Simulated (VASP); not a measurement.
# TlS (Pm-3m) in VASP: notebook

The runs below take TlS through single point, with LDA.

All numbers are computed with VASP 6.6.1; they aren't measurements. Logs are shortened: lines on timing, memory, paths and dates and some standing lists are left out, and cuts for length are marked.

## (1) The cell of the first run

Symmetry: Pm-3m, No. 221, cubic system. The conventional cell has a = 3.596 Å, b = 3.596 Å, c = 3.596 Å, α = 90.00°, β = 90.00°, γ = 90.00°. Tl (site symmetry m-3m) has 8 S at 3.11 Å and 6 Tl at 3.60 Å within 4.1 Å. S (site symmetry m-3m) has 8 Tl at 3.11 Å and 6 S at 3.60 Å within 4.1 Å.

## (2) Single point, LDA

Input file INCAR:

```
PREC     = Accurate       # precision mode
ENCUT    = 520            # plane-wave cutoff, eV
EDIFF    = 1E-7           # SCF threshold, eV
ISMEAR   = 1              # smearing method
SIGMA    = 0.15           # smearing width, eV
LREAL    = F              # projectors in reciprocal space
LASPH    = T              # aspherical terms in the spheres
NELM     = 100            # most SCF steps
ALGO     = Normal         # electronic algorithm
ISIF     = 2              # what is computed and relaxed
LWAVE    = F              # write WAVECAR
LCHARG   = F              # write CHGCAR
GGA      = CA             # functional
NBANDS   = 16             # bands
```

Input file KPOINTS:

```
Automatic mesh
0
Gamma
  9 9 9
```

Input file POSCAR:

```
TlS
1.0
    3.5956400000      0.0000000000      0.0000000000
    0.0000000000      3.5956400000      0.0000000000
    0.0000000000      0.0000000000      3.5956400000
Tl S
1 1
Direct
    0.5000000000      0.5000000000      0.5000000000
    0.0000000000      0.0000000000      0.0000000000
```

Potentials or basis: VASP PAW LDA potentials, release 64 (Tl_d, S).

Run with:

```
$ cat potpaw_LDA.64/Tl_d/POTCAR potpaw_LDA.64/S/POTCAR > POTCAR
$ mpirun -np 1 vasp_std > vasp.out
```

OUTCAR:

```text
PREC = Accurate
   ENCUT = 520
   EDIFF = 1E-7
   ISMEAR = 1
   LREAL = F
   LASPH = T
   NELM = 100
   ISIF = 2
   GGA = CA

 ion  position               nearest neighbor table
   1  0.500  0.500  0.500-   2 3.11   2 3.11   2 3.11   2 3.11   2 3.11   2 3.11   2 3.11   2 3.11

   2  0.000  0.000  0.000-   1 3.11   1 3.11   1 3.11   1 3.11   1 3.11   1 3.11   1 3.11   1 3.11

  LATTYP: Found a simple cubic cell.
 ALAT       =     3.5956400000

  Lattice vectors:

 A1 = (   3.5956400000,   0.0000000000,   0.0000000000)
 A2 = (   0.0000000000,   3.5956400000,   0.0000000000)
 A3 = (   0.0000000000,   0.0000000000,   3.5956400000)

Analysis of symmetry for initial positions (statically):
=====================================================================
 Subroutine PRICEL returns:
 Original cell was already a primitive cell.

 Routine SETGRP: Setting up the symmetry group for a
 simple cubic supercell.

 Subroutine GETGRP returns: Found 48 space group operations
 (whereof 48 operations were pure point group operations)
 out of a pool of 48 trial point group operations.

The static configuration has the point symmetry O_h .

Analysis of symmetry for dynamics (positions and initial velocities):
=====================================================================
 Subroutine PRICEL returns:
 Original cell was already a primitive cell.

 Routine SETGRP: Setting up the symmetry group for a
 simple cubic supercell.

 Subroutine GETGRP returns: Found 48 space group operations
 (whereof 48 operations were pure point group operations)
 out of a pool of 48 trial point group operations.

The dynamic configuration has the point symmetry O_h .

 Subroutine INISYM returns: Found 48 space group operations
 (whereof 48 operations are pure point group operations),
 and found     1 'primitive' translations

----------------------------------------------------------------------------------------

                                     Primitive cell

  volume of cell :      46.4867

  direct lattice vectors                    reciprocal lattice vectors
     3.595640000  0.000000000  0.000000000     0.278114605  0.000000000  0.000000000
     0.000000000  3.595640000  0.000000000     0.000000000  0.278114605  0.000000000
     0.000000000  0.000000000  3.595640000     0.000000000  0.000000000  0.278114605

  length of vectors
     3.595640000  3.595640000  3.595640000     0.278114605  0.278114605  0.278114605

  position of ions in fractional coordinates (direct lattice)
     0.500000000  0.500000000  0.500000000
     0.000000000  0.000000000  0.000000000

  ion indices of the primitive-cell ions
   primitive index   ion index
                 1           1
                 2           2

----------------------------------------------------------------------------------------

 KPOINTS: Automatic mesh

Automatic generation of k-mesh.
 Grid dimensions read from file:
 generate k-points for:    9    9    9

 Generating k-lattice:

  Cartesian coordinates                     Fractional coordinates (reciprocal lattice)
     0.030901623  0.000000000  0.000000000     0.111111111  0.000000000  0.000000000
     0.000000000  0.030901623  0.000000000     0.000000000  0.111111111  0.000000000
     0.000000000  0.000000000  0.030901623     0.000000000  0.000000000  0.111111111

  Length of vectors
     0.030901623  0.030901623  0.030901623

  Shift w.r.t. Gamma in fractional coordinates (k-lattice)
     0.000000000  0.000000000  0.000000000

 Subroutine IBZKPT returns following result:
 ===========================================

 Found     35 irreducible k-points:

 Following reciprocal coordinates:
            Coordinates               Weight
  0.000000  0.000000  0.000000      1.000000
  0.111111  0.000000  0.000000      6.000000
  0.222222  0.000000  0.000000      6.000000
  0.333333  0.000000  0.000000      6.000000
  0.444444  0.000000  0.000000      6.000000
  0.111111  0.111111  0.000000     12.000000
[... 16 lines left out ...]
  0.333333  0.333333  0.111111     24.000000
  0.444444  0.333333  0.111111     48.000000
 [... further k-points ...]
   k-points           NKPTS =     35   k-points in BZ     NKDIM =     35   number of bands    NBANDS=     16
   number of dos      NEDOS =    301   number of ions     NIONS =      2
   total plane-waves  NPLWV =  21952
   dimension x,y,z NGX =    28 NGY =   28 NGZ =   28
   dimension x,y,z NGXF=    56 NGYF=   56 NGZF=   56
   ions per type =               1   1
   NGX,Y,Z   is equivalent  to a cutoff of  12.95, 12.95, 12.95 a.u.
   NGXF,Y,Z  is equivalent  to a cutoff of  25.89, 25.89, 25.89 a.u.
 SYSTEM =  unknown system
   PREC   = accura    normal or accurate (medium, high low for compatibility)
   ISTART =      0    job   : 0-new  1-cont  2-samecut
   ICHARG =      2    charge: 1-file 2-atom 10-const
   ISPIN  =      1    spin polarized calculation?
   LNONCOLLINEAR =      F non collinear calculations
   LSORBIT =      F    spin-orbit coupling
   LASPH  =      T    aspherical Exc in radial PAW
   ENCUT  =  520.0 eV  38.22 Ry    6.18 a.u.   6.69  6.69  6.69*2*pi/ulx,y,z
   NELM   =    100;   NELMIN=  2; NELMDL= -5     # of ELM steps
   EDIFF  = 0.1E-06   stopping-criterion for ELM
   LREAL  =      F    real-space projection
   EDIFFG = 0.1E-05   stopping-criterion for IOM
   NSW    =      0    number of steps for IOM
   IBRION =     -1    ionic relax: 0-MD 1-quasi-New 2-CG
   NFREE  =      0    steps in history (QN), initial steepest desc. (CG)
   ISIF   =      2    stress and relaxation
   ISYM   =      2    0-nonsym 1-usesym 2-fastsym
   POTIM  = 0.5000    time-step for ionic-motion
   TEBEG  =    0.0;   TEEND  =   0.0 temperature during run
   PSTRESS=    0.0 pullay stress
   NELECT =      19.0000    total number of electrons
   NUPDOWN=      -1.0000    fix difference up-down
   EMIN   =  10.00;   EMAX   =-10.00  energy-range for DOS
   EFERMI =   0.00;   METHOD = LEGACY
   ISMEAR =     1;   SIGMA  =   0.15  broadening in eV -4-tet -1-fermi 0-gaus
   EFERMI_NEDOS =   21; number of points for ismear=-14 and -15
   IALGO  =     38    algorithm
   IMIX   =      4    mixing-type and parameters
     AMIX     =   0.40;   BMIX     =  1.00
     AMIX_MAG =   1.60;   BMIX_MAG =  1.00
  volume/ion in A,a.u.               =      23.24       156.85
  Fermi-wavevector in a.u.,A,eV,Ry     =   1.214926  2.295877 20.082814  1.476045
  Thomas-Fermi vector in A             =   2.350330
   LORBIT       =      0    0 simple, 1 ext, 2 COOP (PROOUT), +10 PAW based schemes
   GGA     = CA    functional components
   LHFCALC =     F    Hartree Fock is set to
   AEXX    =    0.0000 exact exchange contribution
   IVDW    =     0    specifies the selected vdW correction
   LEPSILON=     F    determine dielectric tensor
   LRPA    =     F    only Hartree local field effects (RPA)
 non-spin polarized calculation
 Methfessel and Paxton  Order N= 1 SIGMA  =   0.15
  energy-cutoff  :      520.00
  volume of cell :       46.49
 maximum number of plane-waves:      1273
 NGX is ok and might be reduce to    28
   NGX = 13   NGY = 13   NGZ = 13

 number of electron      18.9999995 magnetization

 Free energy of the ion-electron system (eV)
  ---------------------------------------------------
  ext. energy  EPLUGINS =         0.00000000
  ---------------------------------------------------
  free energy    TOTEN  =        -7.58083565 eV

  energy without entropy =       -7.57745591  energy(sigma->0) =       -7.57970907

 E-fermi :   5.0239     XC(G=0): -10.5915

 val. band max:        5.0071072368   @ k =   0.4444   0.1111   0.0000
 cond. band min:       5.0318328992   @ k =   0.4444   0.2222   0.0000
 fundamental gap:      0.0247256624
 Fermi energy:         5.0239174700

 k-point     1 :       0.0000    0.0000    0.0000
  band No.  band energies     occupation
      1      -7.5639      2.00000
      2      -5.5262      2.00000
      3      -5.5262      2.00000
      4      -5.1069      2.00000
      5      -5.1069      2.00000
      6      -5.1069      2.00000
[... 8 lines left out ...]
     15      14.1401      0.00000
     16      18.9719      0.00000

 k-point     2 :       0.1111    0.0000    0.0000
  band No.  band energies     occupation
      1      -7.4732      2.00000
      2      -5.5222      2.00000
      3      -5.4917      2.00000
      4      -5.1263      2.00000
      5      -5.1263      2.00000
      6      -5.1051      2.00000
[... 8 lines left out ...]
     15      13.9742      0.00000
     16      18.9351      0.00000

 k-point     3 :       0.2222    0.0000    0.0000
  band No.  band energies     occupation
      1      -7.2216      2.00000
      2      -5.5122      2.00000
      3      -5.4072      2.00000
      4      -5.1745      2.00000
      5      -5.1745      2.00000
      6      -5.1004      2.00000
[... 8 lines left out ...]
     15      14.9341      0.00000
     16      18.5221      0.00000

 k-point     4 :       0.3333    0.0000    0.0000
  band No.  band energies     occupation
      1      -6.8820      2.00000
      2      -5.5007      2.00000
      3      -5.3226      2.00000
      4      -5.2280      2.00000
      5      -5.2280      2.00000
      6      -5.0950      2.00000
[... 8 lines left out ...]
     15      16.9566      0.00000
     16      17.3793      0.00000
[... 324 lines left out ...]
 k-point    22 :       0.4444    0.2222    0.1111
  band No.  band energies     occupation
      1      -6.6297      2.00000
      2      -5.3811      2.00000
      3      -5.2904      2.00000
      4      -5.1848      2.00000
      5      -5.1481      2.00000
      6      -4.9145      2.00000
[... 8 lines left out ...]
     15      16.4220      0.00000
     16      17.4372      0.00000

 k-point    23 :       0.3333    0.3333    0.1111
  band No.  band energies     occupation
      1      -6.6786      2.00000
      2      -5.3593      2.00000
      3      -5.2482      2.00000
      4      -5.2242      2.00000
      5      -5.1218      2.00000
      6      -4.8447      2.00000
[... 8 lines left out ...]
     15      16.4445      0.00000
     16      17.1781      0.00000

 k-point    24 :       0.4444    0.3333    0.1111
  band No.  band energies     occupation
      1      -6.6423      2.00000
      2      -5.3419      2.00000
      3      -5.2706      2.00000
      4      -5.2207      2.00000
      5      -5.0552      2.00000
      6      -4.7031      2.00000
[... 8 lines left out ...]
     15      16.5400      0.00000
     16      16.6864      0.00000

 [... further k-points ...]

------------------------ aborting loop because EDIFF is reached ----------------------------------------

  FORCE on cell =-STRESS in cart. coord.  units (eV):
  Direction    XX          YY          ZZ          XY          YZ          ZX
  --------------------------------------------------------------------------------------
  -------------------------------------------------------------------------------------
  Total       -1.4292565     -1.4292565     -1.4292565      0.0000000      0.0000000     -0.0000000
  in kB      -49.2597447    -49.2597447    -49.2597447      0.0000000      0.0000000     -0.0000000
  external PRESSURE =     -49.2597447 kB  Pullay stress =       0.0000000 kB

 VOLUME and BASIS-vectors are now :
 -----------------------------------------------------------------------------
  energy-cutoff  :      520.00
  volume of cell :       46.49
      direct lattice vectors                 reciprocal lattice vectors
     3.595640000  0.000000000  0.000000000     0.278114605  0.000000000  0.000000000
     0.000000000  3.595640000  0.000000000     0.000000000  0.278114605  0.000000000
     0.000000000  0.000000000  3.595640000     0.000000000  0.000000000  0.278114605

 POSITION                                       TOTAL-FORCE (eV/Angst)
 -----------------------------------------------------------------------------------
      1.79782      1.79782      1.79782         0.000000      0.000000      0.000000
      0.00000      0.00000      0.00000         0.000000      0.000000      0.000000
 -----------------------------------------------------------------------------------
    total drift:                                0.000000      0.000000      0.000000

  FREE ENERGIE OF THE ION-ELECTRON SYSTEM (eV)
  ---------------------------------------------------
  free  energy   TOTEN  =        -7.5808356531 eV

  energy  without entropy=       -7.5774559088  energy(sigma->0) =       -7.57970907
```

Wall time 13 s (1 thread of Intel Xeon Platinum 8375C at 2.90GHz (Ice Lake), shared host); peak memory 0.15 GiB.

Results:

- Free energy: -7.5808 eV
- Pressure: -4.9 GPa
- Band gap on the k mesh: zero (an odd number of electrons rules out a gap without spin polarisation)

Caveat: the cell stands under tension; spin-orbit coupling is left out, which moves the levels of the heavy elements.

## (3) Single point, LDA, non-collinear spin, zero start, spin-orbit coupling

Input file INCAR:

```
PREC = Accurate ; ENCUT = 520
EDIFF = 1E-7 ; ISMEAR = 1
SIGMA = 0.15 ; LREAL = False
LASPH = True ; NELM = 150
ALGO = Normal ; ISIF = 2
LWAVE = False ; LCHARG = False
MAGMOM = 0 0 0 0 0 0 ; LORBIT = 11
LSORBIT = True ; GGA_COMPAT = False
LORBMOM = True ; GGA = CA
NBANDS = 31
```

Input file KPOINTS:

```
regular mesh
0
Gamma
  9 9 9
```

POSCAR is that of step 2.

Potentials or basis: VASP PAW LDA potentials, release 64 (Tl_d, S).

Run with:

```
$ cat potpaw_LDA.64/Tl_d/POTCAR potpaw_LDA.64/S/POTCAR > POTCAR
$ mpirun -np 1 vasp_ncl > vasp.out
```

OUTCAR:

```text
PREC = Accurate
   ENCUT = 520
   EDIFF = 1E-7
   ISMEAR = 1
   LREAL = False
   LASPH = True
   NELM = 150
   ISIF = 2
   LORBIT = 11
   LSORBIT = True
   GGA = CA

 ion  position               nearest neighbor table
   1  0.500  0.500  0.500-   2 3.11   2 3.11   2 3.11   2 3.11   2 3.11   2 3.11   2 3.11   2 3.11

   2  0.000  0.000  0.000-   1 3.11   1 3.11   1 3.11   1 3.11   1 3.11   1 3.11   1 3.11   1 3.11

  LATTYP: Found a simple cubic cell.
 ALAT       =     3.5956400000

  Lattice vectors:

 A1 = (   3.5956400000,   0.0000000000,   0.0000000000)
 A2 = (   0.0000000000,   3.5956400000,   0.0000000000)
 A3 = (   0.0000000000,   0.0000000000,   3.5956400000)

Analysis of symmetry for initial positions (statically):
=====================================================================
 Subroutine PRICEL returns:
 Original cell was already a primitive cell.

 Routine SETGRP: Setting up the symmetry group for a
 simple cubic supercell.

 Subroutine GETGRP returns: Found 48 space group operations
 (whereof 48 operations were pure point group operations)
 out of a pool of 48 trial point group operations.

[... 1082 lines left out ...]
     0.0000000     0.0000000     0.0000000     0.0000000     0.0000000     0.0000000     0.0000000
     0.0000000     0.0000000     0.0000000     0.0000000     0.0000000     0.0000000     0.0000000
     0.0000000     0.0000000     0.0000000     0.0000000     0.0000000     0.0000000     0.0000000
     0.0000000     0.0000000     0.0000000     0.0000000     0.0000000     0.0000000     0.0000000
     0.0000000     0.0000000     0.0000000     0.0000000     0.0000000     0.0000000     0.0000000

 Ion:    2  E_soc:     -0.0045360
 l=   1
     0.0000000    -0.0007560    -0.0007560
    -0.0007560     0.0000000    -0.0007560
    -0.0007560    -0.0007560     0.0000000
 l=   2
     0.0000000     0.0000000     0.0000000     0.0000000     0.0000000
     0.0000000     0.0000000     0.0000000     0.0000000     0.0000000
     0.0000000     0.0000000     0.0000000     0.0000000     0.0000000
     0.0000000     0.0000000     0.0000000     0.0000000     0.0000000
     0.0000000     0.0000000     0.0000000     0.0000000     0.0000000
 l=   3
     0.0000000     0.0000000     0.0000000     0.0000000     0.0000000     0.0000000     0.0000000
     0.0000000     0.0000000     0.0000000     0.0000000     0.0000000     0.0000000     0.0000000
     0.0000000     0.0000000     0.0000000     0.0000000     0.0000000     0.0000000     0.0000000
     0.0000000     0.0000000     0.0000000     0.0000000     0.0000000     0.0000000     0.0000000
     0.0000000     0.0000000     0.0000000     0.0000000     0.0000000     0.0000000     0.0000000
     0.0000000     0.0000000     0.0000000     0.0000000     0.0000000     0.0000000     0.0000000
     0.0000000     0.0000000     0.0000000     0.0000000     0.0000000     0.0000000     0.0000000

 total charge

# of ion       s       p       d       tot
------------------------------------------
    1        1.156   0.287   9.677  11.120
    2        1.380   2.200   0.000   3.580
--------------------------------------------------
tot          2.536   2.487   9.677  14.700

 magnetization (x)

# of ion       s       p       d       tot
------------------------------------------
    1        0.000   0.000   0.000   0.000
    2        0.000   0.000   0.000   0.000
--------------------------------------------------
tot          0.000   0.000   0.000   0.000

 magnetization (y)

# of ion       s       p       d       tot
------------------------------------------
    1        0.000   0.000  -0.000   0.000
    2        0.000   0.000   0.000   0.000
--------------------------------------------------
tot          0.000   0.000  -0.000   0.000

 magnetization (z)

# of ion       s       p       d       tot
------------------------------------------
    1        0.000   0.000  -0.000   0.000
    2       -0.000   0.000   0.000  -0.000
--------------------------------------------------
tot          0.000   0.000  -0.000   0.000
```

OSZICAR:

```text
N       E                     dE             d eps       ncg     rms          rms(c)
DAV:   1     0.984601149306E+02    0.98460E+02   -0.93894E+03  2170   0.112E+03
DAV:   2    -0.414026103361E+01   -0.10260E+03   -0.99359E+02  2522   0.264E+02
DAV:   3    -0.805725663121E+01   -0.39170E+01   -0.38660E+01  2536   0.432E+01
DAV:   4    -0.808941971370E+01   -0.32163E-01   -0.32144E-01  2471   0.446E+00
DAV:   5    -0.808983526985E+01   -0.41556E-03   -0.41554E-03  2629   0.514E-01    0.575E+00
DAV:   6    -0.781265945711E+01    0.27718E+00   -0.41092E-01  2393   0.590E+00    0.418E+00
DAV:   7    -0.781165816253E+01    0.10013E-02   -0.74354E-02  2604   0.158E+00    0.230E+00
DAV:   8    -0.780799115837E+01    0.36670E-02   -0.10587E-02  2408   0.813E-01    0.545E-01
DAV:   9    -0.780749663769E+01    0.49452E-03   -0.84464E-04  2570   0.273E-01    0.146E-01
DAV:  10    -0.780744837342E+01    0.48264E-04   -0.38119E-04  2555   0.145E-01    0.689E-02
DAV:  11    -0.780745443135E+01   -0.60579E-05   -0.42741E-05  2576   0.504E-02    0.363E-02
DAV:  12    -0.780745264702E+01    0.17843E-05   -0.24717E-06  2608   0.178E-02    0.913E-03
DAV:  13    -0.780745268849E+01   -0.41472E-07   -0.48968E-07  2576   0.438E-03
   1 F= -.78074527E+01 E0= -.78063918E+01  d E =-.318267E-02  mag=    -0.0000    -0.0000     0.0000
```

It took 62 s on 1 thread of Intel Xeon Platinum 8375C at 2.90GHz (Ice Lake), shared host; peak memory 0.24 GiB.

Results:

| Item | Value |
| --- | --- |
| Free energy | -7.8075 eV |
| Pressure | -5.2 GPa |
| Net moment | 0.00 μB per cell |
| Valence electrons inside the program's atomic spheres | Tl 11.12; S 3.58 |

Moments on the atoms (μB; x, y, z):
```
Tl  0.00 0.00 0.00
S   0.00 0.00 0.00
```

Caveat: the cell stands under tension.
